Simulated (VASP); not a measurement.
# TePb (P6_3/mmc) in VASP: further runs

TePb is run at these levels: PBE; tasks: single point, relaxation of cell and atoms.

Program: VASP 6.6.1. These are calculated values, not measurements. Logs are shortened: lines on timing, memory, paths and dates and some standing lists are left out, and cuts for length are marked.

### Step 1. The cell of the first run

Symmetry: P6_3/mmc, No. 194, hexagonal system. Conventional cell: a = 4.500 Å, b = 4.500 Å, c = 8.158 Å, α = 90.00°, β = 90.00°, γ = 120.00°. Pb (site symmetry -6m2) has 6 Te at 3.30 Å within 4.3 Å. Within 4.3 Å of Te (site symmetry -3m) lie 6 Pb at 3.30 Å and 2 Te at 4.08 Å.

### Step 2. Single point, PBE

INCAR reads:

```
SYSTEM = TePb
  PREC = Accurate
  ENCUT = 520
  EDIFF = 1E-7
  ISMEAR = 0
  SIGMA = 0.02
  LREAL = .FALSE.
  LASPH = .TRUE.
  NELM = 80
  ALGO = Normal
  ISIF = 2
  LWAVE = .FALSE.
  LCHARG = .TRUE.
  GGA = PE
  LELF = .TRUE.
  LVHAR = .TRUE.
  NBANDS = 28
```

KPOINTS reads:

```
regular mesh
0
G
  6 6 6
  0 0 0
```

POSCAR reads:

```
TePb
1.0
    4.4996096697      0.0000000000      0.0000000000
   -2.2498048349      3.8967762811      0.0000000000
    0.0000000000      0.0000000000      8.1581915184
Pb Te
2 2
Direct
    0.0000000000      0.0000000000      0.0000000000
    0.3333333333      0.6666666667      0.5000000000
    0.6666666667      0.3333333333      0.2500000000
    0.6666666667      0.3333333333      0.7500000000
```

Potentials or basis: VASP PAW PBE potentials, release 64 (Pb_d, Te).

Run with:

```
$ cat potpaw_PBE.64/Pb_d/POTCAR potpaw_PBE.64/Te/POTCAR > POTCAR
$ mpirun -np 1 vasp_std > vasp.out
```

OUTCAR:

```text
SYSTEM = TePb
   PREC = Accurate
   ENCUT = 520
   EDIFF = 1E-7
   ISMEAR = 0
   LREAL = .FALSE.
   LASPH = .TRUE.
   NELM = 80
   ISIF = 2
   GGA = PE

 ion  position               nearest neighbor table
   1  0.000  0.000  0.000-   3 3.30   4 3.30   3 3.30   4 3.30   3 3.30   4 3.30
   2  0.333  0.667  0.500-   3 3.30   4 3.30   3 3.30   4 3.30   3 3.30   4 3.30
   3  0.667  0.333  0.250-   2 3.30   2 3.30   1 3.30   1 3.30   1 3.30   2 3.30
   4  0.667  0.333  0.750-   2 3.30   2 3.30   1 3.30   1 3.30   1 3.30   2 3.30

  LATTYP: Found a hexagonal cell.
 ALAT       =     4.4996096697
 C/A-ratio  =     1.8130887160

  Lattice vectors:

 A1 = (   4.4996096697,   0.0000000000,   0.0000000000)
 A2 = (  -2.2498048349,   3.8967762811,   0.0000000000)
 A3 = (   0.0000000000,   0.0000000000,   8.1581915184)

Analysis of symmetry for initial positions (statically):
=====================================================================
 Subroutine PRICEL returns:
 Original cell was already a primitive cell.

 Routine SETGRP: Setting up the symmetry group for a
 hexagonal supercell.

 Subroutine GETGRP returns: Found 24 space group operations
 (whereof 12 operations were pure point group operations)
 out of a pool of 24 trial point group operations.

The static configuration has the point symmetry D_3h.
 The point group associated with its full space group is D_6h.

Analysis of symmetry for dynamics (positions and initial velocities):
=====================================================================
 Subroutine PRICEL returns:
 Original cell was already a primitive cell.

 Routine SETGRP: Setting up the symmetry group for a
 hexagonal supercell.

 Subroutine GETGRP returns: Found 24 space group operations
 (whereof 12 operations were pure point group operations)
 out of a pool of 24 trial point group operations.

The dynamic configuration has the point symmetry D_3h.
 The point group associated with its full space group is D_6h.

 Subroutine INISYM returns: Found 24 space group operations
 (whereof 12 operations are pure point group operations),
 and found     1 'primitive' translations

----------------------------------------------------------------------------------------

                                     Primitive cell

  volume of cell :     143.0455

  direct lattice vectors                    reciprocal lattice vectors
     4.499609670  0.000000000  0.000000000     0.222241499  0.128311190  0.000000000
    -2.249804835  3.896776281  0.000000000     0.000000000  0.256622379  0.000000000
[... 90 lines left out ...]
   LREAL  =      F    real-space projection
   EDIFFG = 0.1E-05   stopping-criterion for IOM
   NSW    =      0    number of steps for IOM
   IBRION =     -1    ionic relax: 0-MD 1-quasi-New 2-CG
   NFREE  =      0    steps in history (QN), initial steepest desc. (CG)
   ISIF   =      2    stress and relaxation
   ISYM   =      2    0-nonsym 1-usesym 2-fastsym
   POTIM  = 0.5000    time-step for ionic-motion
   TEBEG  =    0.0;   TEEND  =   0.0 temperature during run
   PSTRESS=    0.0 pullay stress
   NELECT =      40.0000    total number of electrons
   NUPDOWN=      -1.0000    fix difference up-down
   EMIN   =  10.00;   EMAX   =-10.00  energy-range for DOS
   EFERMI =   0.00;   METHOD = LEGACY
   ISMEAR =     0;   SIGMA  =   0.02  broadening in eV -4-tet -1-fermi 0-gaus
   EFERMI_NEDOS =   21; number of points for ismear=-14 and -15
   IALGO  =     38    algorithm
   IMIX   =      4    mixing-type and parameters
     AMIX     =   0.40;   BMIX     =  1.00
     AMIX_MAG =   1.60;   BMIX_MAG =  1.00
  volume/ion in A,a.u.               =      35.76       241.33
  Fermi-wavevector in a.u.,A,eV,Ry     =   1.070541  2.023030 15.593075  1.146059
  Thomas-Fermi vector in A             =   2.206254
   LORBIT       =      0    0 simple, 1 ext, 2 COOP (PROOUT), +10 PAW based schemes
   GGA     = PE    functional components
   LHFCALC =     F    Hartree Fock is set to
   AEXX    =    0.0000 exact exchange contribution
   IVDW    =     0    specifies the selected vdW correction
   LEPSILON=     F    determine dielectric tensor
   LRPA    =     F    only Hartree local field effects (RPA)
 non-spin polarized calculation
 Gauss-broadening in eV      SIGMA  =   0.02
  energy-cutoff  :      520.00
  volume of cell :      143.05
 maximum number of plane-waves:      3888
 NGX is ok and might be reduce to    36
   NGX = 17   NGY = 17   NGZ = 31

 number of electron      40.0000010 magnetization

 Free energy of the ion-electron system (eV)
  ---------------------------------------------------
  ext. energy  EPLUGINS =         0.00000000
  ---------------------------------------------------
  free energy    TOTEN  =       -14.68276810 eV

  energy without entropy =      -14.68276810  energy(sigma->0) =      -14.68276810

 E-fermi :   5.1332     XC(G=0):  -9.0242

 val. band max:        5.0334919260   @ k =   0.3333   0.3333   0.0000
 cond. band min:       5.2958836093   @ k =   0.5000   0.0000   0.0000
 fundamental gap:      0.2623916833
 Fermi energy:         5.1332480230

 k-point     1 :       0.0000    0.0000    0.0000
  band No.  band energies     occupation
      1     -11.7727      2.00000
      2     -11.7727      2.00000
      3     -11.7691      2.00000
      4     -11.7691      2.00000
      5     -11.7374      2.00000
      6     -11.7374      2.00000
[... 733 lines left out ...]
     27      11.2966      0.00000
     28      11.2966      0.00000

 [... further k-points ...]

------------------------ aborting loop because EDIFF is reached ----------------------------------------

  FORCE on cell =-STRESS in cart. coord.  units (eV):
  Direction    XX          YY          ZZ          XY          YZ          ZX
  --------------------------------------------------------------------------------------
  -------------------------------------------------------------------------------------
  Total       -0.0366195     -0.0366195     -0.0289060      0.0000000     -0.0000000      0.0000000
  in kB       -0.4101560     -0.4101560     -0.3237606      0.0000000     -0.0000000      0.0000000
  external PRESSURE =      -0.3813576 kB  Pullay stress =       0.0000000 kB

 VOLUME and BASIS-vectors are now :
 -----------------------------------------------------------------------------
  energy-cutoff  :      520.00
  volume of cell :      143.05
      direct lattice vectors                 reciprocal lattice vectors
     4.499609670  0.000000000  0.000000000     0.222241499  0.128311190  0.000000000
    -2.249804835  3.896776281  0.000000000     0.000000000  0.256622379  0.000000000
     0.000000000  0.000000000  8.158191518     0.000000000  0.000000000  0.122576186

 POSITION                                       TOTAL-FORCE (eV/Angst)
 -----------------------------------------------------------------------------------
      0.00000      0.00000      0.00000         0.000000      0.000000      0.000000
     -0.00000      2.59785      4.07910        -0.000000      0.000000      0.000000
      2.24980      1.29893      2.03955        -0.000000      0.000000      0.000000
      2.24980      1.29893      6.11864         0.000000     -0.000000     -0.000000
 -----------------------------------------------------------------------------------
    total drift:                                0.000000     -0.000000     -0.000000

  FREE ENERGIE OF THE ION-ELECTRON SYSTEM (eV)
  ---------------------------------------------------
  free  energy   TOTEN  =       -14.6827680969 eV

  energy  without entropy=      -14.6827680969  energy(sigma->0) =      -14.68276810
```

It took 4.4 min on 1 thread of Intel Xeon 8259CL, shared host; peak memory 0.33 GiB.

Results:

```yaml
Free_energy: -14.6828 eV
Pressure: 0.0 GPa
Band_gap_on_the_k_mesh: 0.26 eV (least direct gap 0.39 eV)
```

Levels at points of the mesh, in eV from the valence-band top:
```
           k point  band 17  band 18  band 19  band 20  band 21  band 22  band 23  band 24
(0.00, 0.00, 0.00)    -1.10    -0.24    -0.24    -0.20     1.49     1.72     1.72     3.64
(0.50, 0.00, 0.00)    -2.25    -0.72    -0.32    -0.13     0.26     1.17     1.33     4.06
(0.00, 0.00, 0.50)    -0.76    -0.76    -0.76    -0.76     2.63     2.63     2.63     2.63
(0.50, 0.00, 0.50)    -1.98    -1.98    -1.70    -1.70     2.18     2.18     3.13     3.13
```

Caveat: spin-orbit coupling is left out, which moves the levels of the heavy elements. A k mesh can miss the band edges.

### Step 3. Single point, PBE

This run uses another cell than the first one, of 36.00 Å³/atom.

INCAR reads:

```
SYSTEM = TePb
  ALGO = Normal
  EDIFF = 1E-6
  ENCUT = 520
  GGA = PE
  ISIF = 2
  ISMEAR = 0
  LASPH = .True.
  LCHARG = .True.
  LELF = .True.
  LREAL = .False.
  LVHAR = .True.
  LWAVE = .False.
  NBANDS = 28
  NELM = 80
  PREC = Accurate
  SIGMA = 0.02
```

KPOINTS reads:

```
k-points
0
Gamma
  6 6 6
  0 0 0
```

POSCAR reads:

```
TePb
1.0
    4.5690500127      0.0000000000      0.0000000000
   -2.2845250063      3.9569133821      0.0000000000
    0.0000000000      0.0000000000      7.9659536768
Pb Te
2 2
Direct
    0.0000000000      0.0000000000      0.0000000000
    0.0000000000      0.0000000000      0.5000000000
    0.3333333333      0.6666666667      0.2500000000
    0.6666666667      0.3333333333      0.7500000000
```

Potentials or basis: VASP PAW PBE potentials, release 64 (Pb_d, Te).

Run with:

```
$ cat potpaw_PBE.64/Pb_d/POTCAR potpaw_PBE.64/Te/POTCAR > POTCAR
$ mpirun -np 1 vasp_std > vasp.out
```

OUTCAR:

```text
SYSTEM = TePb
   EDIFF = 1E-6
   ENCUT = 520
   GGA = PE
   ISIF = 2
   ISMEAR = 0
   LASPH = .True.
   LREAL = .False.
   NELM = 80
   PREC = Accurate

 ion  position               nearest neighbor table
   1  0.000  0.000  0.000-   3 3.31   4 3.31   3 3.31   4 3.31   4 3.31   3 3.31   2 3.98   2 3.98

   2  0.000  0.000  0.500-   3 3.31   4 3.31   3 3.31   4 3.31   4 3.31   3 3.31   1 3.98   1 3.98

   3  0.333  0.667  0.250-   1 3.31   2 3.31   1 3.31   2 3.31   1 3.31   2 3.31
   4  0.667  0.333  0.750-   1 3.31   2 3.31   1 3.31   2 3.31   1 3.31   2 3.31

  LATTYP: Found a hexagonal cell.
 ALAT       =     4.5690500127
 C/A-ratio  =     1.7434595057

  Lattice vectors:

 A1 = (   4.5690500127,   0.0000000000,   0.0000000000)
 A2 = (  -2.2845250063,   3.9569133821,   0.0000000000)
 A3 = (   0.0000000000,   0.0000000000,   7.9659536768)

Analysis of symmetry for initial positions (statically):
=====================================================================
 Subroutine PRICEL returns:
 Original cell was already a primitive cell.

 Routine SETGRP: Setting up the symmetry group for a
 hexagonal supercell.

 Subroutine GETGRP returns: Found 24 space group operations
 (whereof 12 operations were pure point group operations)
 out of a pool of 24 trial point group operations.

The static configuration has the point symmetry D_3d.
 The point group associated with its full space group is D_6h.

Analysis of symmetry for dynamics (positions and initial velocities):
=====================================================================
 Subroutine PRICEL returns:
 Original cell was already a primitive cell.

 Routine SETGRP: Setting up the symmetry group for a
 hexagonal supercell.

 Subroutine GETGRP returns: Found 24 space group operations
 (whereof 12 operations were pure point group operations)
[... 123 lines left out ...]
   EFERMI_NEDOS =   21; number of points for ismear=-14 and -15
   IALGO  =     38    algorithm
   IMIX   =      4    mixing-type and parameters
     AMIX     =   0.40;   BMIX     =  1.00
     AMIX_MAG =   1.60;   BMIX_MAG =  1.00
  volume/ion in A,a.u.               =      36.00       242.97
  Fermi-wavevector in a.u.,A,eV,Ry     =   1.068123  2.018460 15.522717  1.140888
  Thomas-Fermi vector in A             =   2.203762
   LORBIT       =      0    0 simple, 1 ext, 2 COOP (PROOUT), +10 PAW based schemes
   GGA     = PE    functional components
   LHFCALC =     F    Hartree Fock is set to
   AEXX    =    0.0000 exact exchange contribution
   IVDW    =     0    specifies the selected vdW correction
   LEPSILON=     F    determine dielectric tensor
   LRPA    =     F    only Hartree local field effects (RPA)
 non-spin polarized calculation
 Gauss-broadening in eV      SIGMA  =   0.02
  energy-cutoff  :      520.00
  volume of cell :      144.02
 maximum number of plane-waves:      3942
 NGX is ok and might be reduce to    36
   NGX = 17   NGY = 17   NGZ = 29

 number of electron      40.0000009 magnetization

 Free energy of the ion-electron system (eV)
  ---------------------------------------------------
  ext. energy  EPLUGINS =         0.00000000
  ---------------------------------------------------
  free energy    TOTEN  =       -14.90836733 eV

  energy without entropy =      -14.90836699  energy(sigma->0) =      -14.90836716

 E-fermi :   5.4382     XC(G=0):  -8.9928

 val. band max:        5.3875808608   @ k =   0.3333   0.3333   0.0000
 cond. band min:       5.4861144816   @ k =   0.0000   0.0000   0.0000
 fundamental gap:      0.0985336208
 Fermi energy:         5.4381595922

 k-point     1 :       0.0000    0.0000    0.0000
  band No.  band energies     occupation
      1     -11.8502      2.00000
      2     -11.8345      2.00000
      3     -11.8345      2.00000
      4     -11.8232      2.00000
      5     -11.8232      2.00000
      6     -11.8147      2.00000
[... 733 lines left out ...]
     27      11.0583      0.00000
     28      11.0583      0.00000

 [... further k-points ...]

------------------------ aborting loop because EDIFF is reached ----------------------------------------

  FORCE on cell =-STRESS in cart. coord.  units (eV):
  Direction    XX          YY          ZZ          XY          YZ          ZX
  --------------------------------------------------------------------------------------
  -------------------------------------------------------------------------------------
  Total       -0.0697090     -0.0697090     -0.1009656     -0.0000000      0.0000000      0.0000000
  in kB       -0.7754954     -0.7754954     -1.1232176     -0.0000000      0.0000000      0.0000000
  external PRESSURE =      -0.8914028 kB  Pullay stress =       0.0000000 kB

 VOLUME and BASIS-vectors are now :
 -----------------------------------------------------------------------------
  energy-cutoff  :      520.00
  volume of cell :      144.02
      direct lattice vectors                 reciprocal lattice vectors
     4.569050013  0.000000000  0.000000000     0.218863877  0.126361118  0.000000000
    -2.284525006  3.956913382  0.000000000     0.000000000  0.252722237  0.000000000
     0.000000000  0.000000000  7.965953677     0.000000000  0.000000000  0.125534247

 POSITION                                       TOTAL-FORCE (eV/Angst)
 -----------------------------------------------------------------------------------
      0.00000      0.00000      0.00000        -0.000000     -0.000000     -0.000000
      0.00000      0.00000      3.98298        -0.000000     -0.000000     -0.000000
     -0.00000      2.63794      1.99149         0.000000      0.000000      0.000000
      2.28453      1.31897      5.97447        -0.000000     -0.000000     -0.000000
 -----------------------------------------------------------------------------------
    total drift:                               -0.000000      0.000000     -0.000000

  FREE ENERGIE OF THE ION-ELECTRON SYSTEM (eV)
  ---------------------------------------------------
  free  energy   TOTEN  =       -14.9083673321 eV

  energy  without entropy=      -14.9083669913  energy(sigma->0) =      -14.90836716
```

Run time: 3.3 min. Hardware: 1 thread of Intel Xeon 8259CL, shared host; peak memory 0.31 GiB.

What came out:

```
Free energy            : -14.9084 eV
Pressure               : -0.1 GPa
Band gap on the k mesh : 0.10 eV (least direct gap 0.22 eV)
```

Caveat: spin-orbit coupling is left out, which moves the levels of the heavy elements. A k mesh can miss the band edges.

[end of part 1 of 2]
